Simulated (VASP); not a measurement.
Here is a VASP 6.6.1 calculation.

Contents of INCAR:

```
SYSTEM = CdS
ALGO = Normal
EDIFF = 1E-6
ENCUT = 540
GGA = PE
GGA_COMPAT = .False.
ISIF = 2
ISMEAR = -1
LASPH = .True.
LCHARG = .False.
LREAL = .False.
LWAVE = .False.
NBANDS = 20
NELM = 120
PREC = Accurate
SIGMA = 0.02
```

File KPOINTS:

```
k-points
0
Gamma
  8 8 8
  0 0 0
```

File POSCAR:

```
CdS
1.0
    0.0000000000      2.7813120763      2.6847339690
    2.7813120763      0.0000000000      2.6847339690
    2.7813120763      2.7813120763      0.0000000000
Cd S
1 1
Direct
    0.0000000000      0.0000000000      0.0000000000
    0.5000000000      0.5000000000      0.5000000000
```

Potentials or basis: VASP PAW PBE potentials, release 64 (Cd_sv_GW, S).

Run with:

```sh
$ cat potpaw_PBE.64/Cd_sv_GW/POTCAR potpaw_PBE.64/S/POTCAR > POTCAR
$ mpirun -np 1 vasp_std > vasp.out
```

Problem. Predict the pressure.

Solution. -1.1 GPa.

Problem. Estimate the band gap on the k mesh.

Solution. 0.08 eV, indirect (least direct gap 1.53 eV).

Stress tensor (GPa, compression positive):
```
-1.98  0.00  0.00
 0.00 -1.98  0.00
 0.00  0.00  0.54
```

Caveat: the cell differs from its parent crystal (epitaxial xy strain +2.0%). A k mesh can miss the band edges.
